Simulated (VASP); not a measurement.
Runs of VASP 6.6.1 on VH2. The structure is cubic, space group Fm-3m (No. 225). The conventional cell has a = 4.271 Å, b = 4.271 Å, c = 4.271 Å, α = 90.00°, β = 90.00°, γ = 90.00°. Within 2.5 Å of V (site symmetry m-3m) lie 8 H at 1.85 Å. H (site symmetry -43m) has 4 V at 1.85 Å and 6 H at 2.14 Å within 2.5 Å. 

| k mesh | gap on the mesh (eV) | pressure (GPa) | moment (μB) |
| --- | --- | --- | --- |
| 3 × 3 × 3 | none | -10.9 | 0.29 |
| 4 × 4 × 4 | none | -10.2 | 0.55 |
| 5 × 5 × 5 | none | (b) | 0.29 |
| 8 × 8 × 8 | none | (a) | 0.00 |
| 6 × 6 × 6 | none | -12.4 | 0.00 |

Alike in all rows: task single point; level PBEsol; potentials or basis VASP PAW PBE potentials, release 64 (V_sv, H); spin collinear, ferromagnetic start; cell as given; cutoff (eV) 520; smearing fermi-dirac 0.1 eV.

Q: Fill in the values left out.

A: (a) -11.9; (b) -11.3.

Caveats: some runs use coarse meshes; the PAW data sets were made with another functional, which shifts forces and pressure a little.

A gap of «none» marks levels without a gap at the run's occupations.
